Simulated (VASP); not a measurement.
# CaO (R-3m) in VASP: single point with HSE06

Aim: the single point of CaO with HSE06.

Program: VASP 6.6.1. These are calculated values, not measurements. Logs are shortened: lines on timing, memory, paths and dates and some standing lists are left out, and cuts for length are marked.

## Step 1: The cell of the first run

It takes space group R-3m (No. 166, trigonal). Conventional cell: a = 3.458 Å, b = 3.458 Å, c = 8.209 Å, α = 90.00°, β = 90.00°, γ = 120.00°. Within 3.2 Å of Ca (site symmetry -3m) lie 6 O at 2.42 Å. Within 3.2 Å of O (site symmetry -3m) lie 6 Ca at 2.42 Å.

## Step 2: Single point, HSE06 (epitaxial 111 strain +2.0%)

The input, POSCAR:

```
CaO
1.0
   -0.0505059998      2.3949951161      2.3949951161
    2.3949951161     -0.0505059998      2.3949951161
    2.3949951161      2.3949951161     -0.0505059998
Ca O
1 1
Direct
    0.0000000000      0.0000000000      0.0000000000
    0.5000000000      0.5000000000      0.5000000000
```

The input, INCAR.step1:

```
  ALGO = Normal
  EDIFF = 1E-5
  ENCUT = 520
  GGA = PE
  ISIF = 2
  ISMEAR = 0
  LASPH = True
  LCHARG = False
  LREAL = False
  LWAVE = True
  NBANDS = 15
  NELM = 80
  PREC = Accurate
  SIGMA = 0.01
```

The input, INCAR.step2:

```
  ALGO = Normal
  EDIFF = 1E-7
  ENCUT = 520
  GGA = PE
  HFSCREEN = 0.2079
  ISIF = 2
  ISMEAR = 0
  ISTART = 1
  LASPH = True
  LCHARG = False
  LHFCALC = True
  LREAL = False
  LWAVE = False
  NBANDS = 15
  NELM = 80
  PREC = Accurate
  PRECFOCK = Normal
  SIGMA = 0.01
```

The input, KPOINTS:

```
k-points
0
Gamma
  6 6 6
```

Potentials or basis: VASP PAW PBE potentials, release 64 (Ca_sv, O).

On the command line:

```sh
> cat potpaw_PBE.64/Ca_sv/POTCAR potpaw_PBE.64/O/POTCAR > POTCAR
> cp INCAR.step1 INCAR
> mpirun -np 1 vasp_std > vasp.out
> cp INCAR.step2 INCAR
> mpirun -np 1 vasp_std > vasp.out
```

OUTCAR:

```text
EDIFF = 1E-7
   ENCUT = 520
   GGA = PE
   HFSCREEN = 0.2079
   ISIF = 2
   ISMEAR = 0
   ISTART = 1
   LASPH = True
   LHFCALC = True
   LREAL = False
   NELM = 80
   PREC = Accurate
   PRECFOCK = Normal

 ion  position               nearest neighbor table
   1  0.000  0.000  0.000-   2 2.42   2 2.42   2 2.42   2 2.42   2 2.42   2 2.42
   2  0.500  0.500  0.500-   1 2.42   1 2.42   1 2.42   1 2.42   1 2.42   1 2.42

  LATTYP: Found a trigonal (rhomboedric) cell.
 ALAT       =     3.3874111159
 COS(alpha) =     0.4788053922

  Lattice vectors:

 A1 = (  -0.0505059998,   2.3949951161,   2.3949951161)
 A2 = (   2.3949951161,  -0.0505059998,   2.3949951161)
 A3 = (   2.3949951161,   2.3949951161,  -0.0505059998)

Analysis of symmetry for initial positions (statically):
=====================================================================
 Subroutine PRICEL returns:
 Original cell was already a primitive cell.

 Routine SETGRP: Setting up the symmetry group for a
 trigonal (rhombohedral) supercell.

 Subroutine GETGRP returns: Found 12 space group operations
 (whereof 12 operations were pure point group operations)
 out of a pool of 12 trial point group operations.

The static configuration has the point symmetry D_3d.

Analysis of symmetry for dynamics (positions and initial velocities):
=====================================================================
 Subroutine PRICEL returns:
 Original cell was already a primitive cell.

 Routine SETGRP: Setting up the symmetry group for a
 trigonal (rhombohedral) supercell.

 Subroutine GETGRP returns: Found 12 space group operations
 (whereof 12 operations were pure point group operations)
 out of a pool of 12 trial point group operations.

The dynamic configuration has the point symmetry D_3d.

 Subroutine INISYM returns: Found 12 space group operations
 (whereof 12 operations are pure point group operations),
 and found     1 'primitive' translations

----------------------------------------------------------------------------------------

                                     Primitive cell

  volume of cell :      28.3444

  direct lattice vectors                    reciprocal lattice vectors
    -0.050506000  2.394995116  2.394995116    -0.202278290  0.206635856  0.206635856
     2.394995116 -0.050506000  2.394995116     0.206635856 -0.202278290  0.206635856
     2.394995116  2.394995116 -0.050506000     0.206635856  0.206635856 -0.202278290

  length of vectors
     3.387411116  3.387411116  3.387411116     0.355405769  0.355405769  0.355405769

  position of ions in fractional coordinates (direct lattice)
     0.000000000  0.000000000  0.000000000
     0.500000000  0.500000000  0.500000000

  ion indices of the primitive-cell ions
   primitive index   ion index
                 1           1
                 2           2

----------------------------------------------------------------------------------------

 KPOINTS: k-points

Automatic generation of k-mesh.
 Grid dimensions read from file:
 generate k-points for:    6    6    6

 Generating k-lattice:

  Cartesian coordinates                     Fractional coordinates (reciprocal lattice)
    -0.033713048  0.034439309  0.034439309     0.166666667  0.000000000  0.000000000
     0.034439309 -0.033713048  0.034439309     0.000000000  0.166666667  0.000000000
     0.034439309  0.034439309 -0.033713048     0.000000000  0.000000000  0.166666667

  Length of vectors
     0.059234295  0.059234295  0.059234295

  Shift w.r.t. Gamma in fractional coordinates (k-lattice)
     0.000000000  0.000000000  0.000000000

 Subroutine IBZKPT returns following result:
 ===========================================

 Found     32 irreducible k-points:

 Following reciprocal coordinates:
            Coordinates               Weight
  0.000000  0.000000  0.000000      1.000000
  0.166667  0.000000 -0.000000      6.000000
  0.333333 -0.000000 -0.000000      6.000000
  0.500000  0.000000  0.000000      3.000000
  0.166667  0.166667 -0.000000      6.000000
  0.333333  0.166667 -0.000000     12.000000
[... 16 lines left out ...]
  0.500000  0.500000  0.166667      6.000000
 -0.333333  0.500000  0.166667     12.000000
 [... further k-points ...]
   k-points           NKPTS =     32   k-points in BZ     NKDIM =    216   number of bands    NBANDS=     15
   number of dos      NEDOS =    301   number of ions     NIONS =      2
   total plane-waves  NPLWV =  21952
   dimension x,y,z NGX =    28 NGY =   28 NGZ =   28
   dimension x,y,z NGXF=    56 NGYF=   56 NGZF=   56
   ions per type =               1   1
   NGX,Y,Z   is equivalent  to a cutoff of  13.74, 13.74, 13.74 a.u.
   NGXF,Y,Z  is equivalent  to a cutoff of  27.48, 27.48, 27.48 a.u.
 SYSTEM =  unknown system
   PREC   = accura    normal or accurate (medium, high low for compatibility)
   ISTART =      1    job   : 0-new  1-cont  2-samecut
   ICHARG =      0    charge: 1-file 2-atom 10-const
   ISPIN  =      1    spin polarized calculation?
   LNONCOLLINEAR =      F non collinear calculations
   LSORBIT =      F    spin-orbit coupling
   LASPH  =      T    aspherical Exc in radial PAW
   ENCUT  =  520.0 eV  38.22 Ry    6.18 a.u.   6.30  6.30  6.30*2*pi/ulx,y,z
   NELM   =     80;   NELMIN=  2; NELMDL=  0     # of ELM steps
   EDIFF  = 0.1E-06   stopping-criterion for ELM
   LREAL  =      F    real-space projection
   EDIFFG = 0.1E-05   stopping-criterion for IOM
   NSW    =      0    number of steps for IOM
   IBRION =     -1    ionic relax: 0-MD 1-quasi-New 2-CG
   NFREE  =      0    steps in history (QN), initial steepest desc. (CG)
   ISIF   =      2    stress and relaxation
   ISYM   =      3    0-nonsym 1-usesym 2-fastsym
   POTIM  = 0.5000    time-step for ionic-motion
   TEBEG  =    0.0;   TEEND  =   0.0 temperature during run
   PSTRESS=    0.0 pullay stress
   NELECT =      16.0000    total number of electrons
   NUPDOWN=      -1.0000    fix difference up-down
   EMIN   =  10.00;   EMAX   =-10.00  energy-range for DOS
   EFERMI =   0.00;   METHOD = LEGACY
   ISMEAR =     0;   SIGMA  =   0.01  broadening in eV -4-tet -1-fermi 0-gaus
   EFERMI_NEDOS =   21; number of points for ismear=-14 and -15
   IALGO  =     38    algorithm
   IMIX   =      1    mixing-type and parameters
     AMIX     =   0.40;   BMIX     =  1.00
     AMIX_MAG =   1.60;   BMIX_MAG =  1.00
  volume/ion in A,a.u.               =      14.17        95.64
  Fermi-wavevector in a.u.,A,eV,Ry     =   1.352984  2.556768 24.906346  1.830565
  Thomas-Fermi vector in A             =   2.480277
   LORBIT       =      0    0 simple, 1 ext, 2 COOP (PROOUT), +10 PAW based schemes
   GGA     = PE    functional components
   LHFCALC =     T    Hartree Fock is set to
   PRECFOCK=normal    Normal, Fast or Accurate (Low or Medium for compatibility)
   ENCUT4O =  -1.0   cutoff for four orbital integrals eV
   NKREDX  =     1    reduce k-point grid by
   NKREDY  =     1    reduce k-point grid by
   NKREDZ  =     1    reduce k-point grid by
   AEXX    =    0.2500 exact exchange contribution
   HFSCREEN=    0.2079 screening length (either q_TF or 0.3 A-1)
   HFSCREENC=   0.2079 screening length for correlation (either q_TF or 0.3 A-1)
   ENCUTFOCK=  -1.0 apply spherical cutoff to Coloumb kernel
   IVDW    =     0    specifies the selected vdW correction
   LEPSILON=     F    determine dielectric tensor
   LRPA    =     F    only Hartree local field effects (RPA)
 non-spin polarized calculation
 Gauss-broadening in eV      SIGMA  =   0.01
  energy-cutoff  :      520.00
  volume of cell :       28.34
 maximum number of plane-waves:       774
 NGX is ok and might be reduce to    28
  NGX = 20; NGY = 20; NGZ = 20

 number of electron      16.0000000 magnetization

 Free energy of the ion-electron system (eV)
  ---------------------------------------------------
  ext. energy  EPLUGINS =         0.00000000
  ---------------------------------------------------
  free energy    TOTEN  =       -14.86609808 eV

  energy without entropy =      -14.86609808  energy(sigma->0) =      -14.86609808

 E-fermi :   1.3522     XC(G=0):  -8.5370

 val. band max:        1.2539039288   @ k =   0.0000   0.0000   0.0000
 cond. band min:       6.4731528370   @ k =   0.5000   0.5000  -0.0000
 fundamental gap:      5.2192489082
 Fermi energy:         1.3521600460

 k-point     1 :       0.0000    0.0000    0.0000
  band No.  band energies     occupation
      1     -39.1084      2.00000
      2     -18.4119      2.00000
      3     -18.4119      2.00000
      4     -18.4107      2.00000
      5     -15.8146      2.00000
      6       1.1514      2.00000
      7       1.1514      2.00000
      8       1.2539      2.00000
      9       7.2089      0.00000
     10       9.1825      0.00000
     11       9.1825      0.00000
     12       9.5543      0.00000
     13      10.9093      0.00000
     14      10.9093      0.00000
     15      17.7206      0.00000

 k-point     2 :       0.1667    0.0000   -0.0000
  band No.  band energies     occupation
      1     -39.0851      2.00000
      2     -18.7895      2.00000
      3     -18.4244      2.00000
      4     -18.4205      2.00000
      5     -15.4078      2.00000
      6       0.2917      2.00000
      7       0.8043      2.00000
      8       0.9134      2.00000
      9       8.3527      0.00000
     10       9.1671      0.00000
     11       9.6642      0.00000
     12       9.9981      0.00000
     13      11.5562      0.00000
     14      11.5596      0.00000
     15      18.7210      0.00000

 k-point     3 :       0.3333   -0.0000   -0.0000
  band No.  band energies     occupation
      1     -39.0382      2.00000
      2     -19.3576      2.00000
      3     -18.4512      2.00000
      4     -18.4375      2.00000
      5     -14.7749      2.00000
      6      -1.0303      2.00000
      7       0.1996      2.00000
      8       0.3383      2.00000
      9       9.5056      0.00000
     10      10.3194      0.00000
     11      10.7780      0.00000
     12      11.1310      0.00000
     13      12.9372      0.00000
     14      12.9488      0.00000
     15      18.2412      0.00000

 k-point     4 :       0.5000    0.0000    0.0000
  band No.  band energies     occupation
      1     -39.0146      2.00000
      2     -19.5924      2.00000
      3     -18.4645      2.00000
      4     -18.4459      2.00000
      5     -14.5045      2.00000
      6      -1.5856      2.00000
      7      -0.0695      2.00000
      8       0.0822      2.00000
      9      10.0537      0.00000
     10      11.0798      0.00000
     11      11.4493      0.00000
     12      11.7825      0.00000
     13      13.8129      0.00000
     14      13.8270      0.00000
     15      17.2949      0.00000
[... 307 lines left out ...]
 k-point    22 :      -0.1667    0.3333    0.1667
  band No.  band energies     occupation
      1     -39.0073      2.00000
      2     -19.1788      2.00000
      3     -18.6675      2.00000
      4     -18.5458      2.00000
      5     -14.9800      2.00000
      6      -0.7469      2.00000
      7       0.2271      2.00000
      8       0.3875      2.00000
      9       8.3622      0.00000
     10      10.4266      0.00000
     11      11.5812      0.00000
     12      12.0348      0.00000
     13      13.0060      0.00000
     14      14.4202      0.00000
     15      18.0172      0.00000

 k-point    23 :       0.5000    0.5000    0.1667
  band No.  band energies     occupation
      1     -38.9870      2.00000
      2     -19.0883      2.00000
      3     -18.6938      2.00000
      4     -18.6018      2.00000
      5     -15.2579      2.00000
      6      -0.4336      2.00000
      7       0.3170      2.00000
      8       0.4841      2.00000
      9       7.3556      0.00000
     10      11.1554      0.00000
     11      12.0943      0.00000
     12      12.4372      0.00000
     13      12.7674      0.00000
     14      14.8050      0.00000
     15      16.9857      0.00000

 k-point    24 :      -0.3333    0.5000    0.1667
  band No.  band energies     occupation
      1     -38.9816      2.00000
      2     -18.9189      2.00000
      3     -18.8148      2.00000
      4     -18.7242      2.00000
      5     -15.2231      2.00000
      6      -0.1493      2.00000
      7       0.0511      2.00000
      8       0.3248      2.00000
      9       7.9122      0.00000
     10      10.7632      0.00000
     11      11.5090      0.00000
     12      12.9218      0.00000
     13      13.0687      0.00000
     14      15.9713      0.00000
     15      16.5113      0.00000

 [... further k-points ...]

------------------------ aborting loop because EDIFF is reached ----------------------------------------

  FORCE on cell =-STRESS in cart. coord.  units (eV):
  Direction    XX          YY          ZZ          XY          YZ          ZX
  --------------------------------------------------------------------------------------
  -------------------------------------------------------------------------------------
  Total       -0.3905242     -0.3905242     -0.3905242      0.2799897      0.2799897      0.2799897
  in kB      -22.0745440    -22.0745440    -22.0745440     15.8265370     15.8265370     15.8265370
  external PRESSURE =     -22.0745440 kB  Pullay stress =       0.0000000 kB

 VOLUME and BASIS-vectors are now :
 -----------------------------------------------------------------------------
  energy-cutoff  :      520.00
  volume of cell :       28.34
      direct lattice vectors                 reciprocal lattice vectors
    -0.050506000  2.394995116  2.394995116    -0.202278290  0.206635856  0.206635856
     2.394995116 -0.050506000  2.394995116     0.206635856 -0.202278290  0.206635856
     2.394995116  2.394995116 -0.050506000     0.206635856  0.206635856 -0.202278290

 POSITION                                       TOTAL-FORCE (eV/Angst)
 -----------------------------------------------------------------------------------
      0.00000      0.00000      0.00000         0.000000      0.000000      0.000000
      2.36974      2.36974      2.36974        -0.000000     -0.000000     -0.000000
 -----------------------------------------------------------------------------------
    total drift:                                0.000001     -0.000000      0.000001

  FREE ENERGIE OF THE ION-ELECTRON SYSTEM (eV)
  ---------------------------------------------------
  free  energy   TOTEN  =       -14.8660980832 eV

  energy  without entropy=      -14.8660980832  energy(sigma->0) =      -14.86609808
```

It took 49 min on 1 thread of AMD EPYC 7R13 (Zen 3), shared host; peak memory 0.24 GiB.

What came out:

```yaml
Free_energy: -14.8661 eV
Pressure: -2.2 GPa
Band_gap_on_the_k_mesh: 5.22 eV (least direct gap 5.66 eV)
```

Caveat: the cell differs from its parent crystal (epitaxial 111 strain +2.0%); the PAW data sets were made with another functional, which shifts forces and pressure a little. A k mesh can miss the band edges.
